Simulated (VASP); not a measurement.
Wanted: the native input for a VASP 6.6.1 run.

| Quantity | Value |
| --- | --- |
| Task | single point |
| Functional | LDA |
| Potentials or basis | VASP PAW LDA potentials, release 64 (Sc_sv) |
| Cutoff | 520 eV |
| k mesh | 16 × 16 × 16 |
| Occupations | fermi-dirac, width 0.1 eV |
| Spin | no spin polarisation |
| Dipole correction | no |
| Further INCAR settings | ALGO = Normal; EDIFF = 1e-06; NBANDS = 12 |

The structure of Sc lies in POSCAR:

```
Sc
1.0
   -1.7126570131      1.7126570131      1.7126570131
    1.7126570131     -1.7126570131      1.7126570131
    1.7126570131      1.7126570131     -1.7126570131
Sc
1
Direct
    0.0000000000      0.0000000000      0.0000000000
```

This isn't the form of Sc at room conditions, which is hcp.

One way to write it, as run:

INCAR

```
  PREC = Accurate
  ENCUT = 520
  EDIFF = 1E-6
  ISMEAR = -1
  SIGMA = 0.1
  LREAL = F
  LASPH = T
  NELM = 60
  ALGO = Normal
  ISIF = 2
  LWAVE = F
  LCHARG = F
  GGA = CA
  NBANDS = 12
```

KPOINTS

```
regular mesh
0
Gamma
  16 16 16
```

Potentials or basis: VASP PAW LDA potentials, release 64 (Sc_sv).

Launch:

```sh
$ cat potpaw_LDA.64/Sc_sv/POTCAR > POTCAR
$ mpirun -np 1 vasp_std > vasp.out
```

It gave:

| Item | Value |
| --- | --- |
| Pressure | 8.9 GPa |
| Band gap on the k mesh | zero (an odd number of electrons rules out a gap without spin polarisation) |

Caveat: the cell stands under pressure.

It took 10 s on 1 thread of Intel(R) Xeon(R) 6975P-C (Granite Rapids) (shared host), peak memory 0.15 GiB.
